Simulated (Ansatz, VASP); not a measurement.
**RuC4: VASP beside Ansatz**

The input INCAR:

```
SYSTEM = RuC4
ALGO = Normal
EDIFF = 1E-6
EDIFFG = -0.01
ENCUT = 600
GGA = PE
IBRION = 2
ISIF = 3
ISMEAR = 0
LASPH = .TRUE.
LCHARG = .FALSE.
LREAL = .FALSE.
LWAVE = .FALSE.
NELM = 60
NSW = 100
PREC = Accurate
SIGMA = 0.1
```

Contents of KPOINTS:

```
k-points
0
G
  18 18 6
  0 0 0
```

File POSCAR:

```
RuC4
1.0
    2.7026469694      0.0000000000      0.0000000000
   -1.3513234847      2.3405609329      0.0000000000
    0.0000000000      0.0000000000      6.2035831079
Ru C
1 4
Direct
    0.0000000000      0.0000000000      0.0000000000
    0.3333333333      0.6666666667      0.7801892543
    0.3333333333      0.6666666667      0.5432640331
    0.6666666667      0.3333333333      0.2198107457
    0.6666666667      0.3333333333      0.4567359669
```

Input for Ansatz:

```yaml
crystal:
  lattice:
    - [2.7026469694, 0.0, 0.0]
    - [-1.3513234847, 2.3405609329, 0.0]
    - [0.0, 0.0, 6.2035831079]
  atoms:
    - { symbol: Ru, position: [0.0, 0.0, 0.0] }
    - { symbol: C, position: [0.3333333333, 0.6666666667, 0.7801892543] }
    - { symbol: C, position: [0.3333333333, 0.6666666667, 0.5432640331] }
    - { symbol: C, position: [0.6666666667, 0.3333333333, 0.2198107457] }
    - { symbol: C, position: [0.6666666667, 0.3333333333, 0.4567359669] }
basis:
  ecutwfc: 420
kpoints:
  mp_grid: { grid: [18, 18, 6] }
hamiltonian:
  xc: pbe
scf:
  occupations: { method: gaussian, width: 0.1 }
output:
  forces: true
  stress: true
  eigenvalues: true
relax:
  adjacent_minimum: "off"
  f_tol: 0.01
  max_steps: 80
  cell: { stress_tol: 0.05 }
```

Change from the starting cell: species swapped into the Co4H type (P-3m1, No. 164).

Alike in both runs: task relaxation of cell and atoms; functional PBE; k mesh 18 × 18 × 6; occupations gaussian, width 0.1 eV; no spin polarisation.

|  | VASP | Ansatz |
| --- | --- | --- |
| version | VASP 6.6.1 | Ansatz 0.2.0 |
| potentials or method | VASP PAW PBE potentials, release 64 (Ru_pv, C), cutoff 600 eV | scalar-relativistic, plane waves, PAW |
| valence electrons in the cell | 30 | 32 |

|  | VASP | Ansatz | Ansatz less VASP |
| --- | --- | --- | --- |
| gap on the k mesh at the Fermi level, each at its own relaxed structure (eV) | none | none | - |
| relaxed volume (Å³/atom) | 7.85 | 7.85 | +0.005 |
| relaxed cell length with the largest relative difference (Å) | 2.704 | 2.705 | +0.0009 |

A gap of «none» marks a metal or a gap that the smearing closes. VASP's potentials hold 30 valence electrons a cell and Ansatz's 32, so a difference there can come from the potentials and not from the codes.
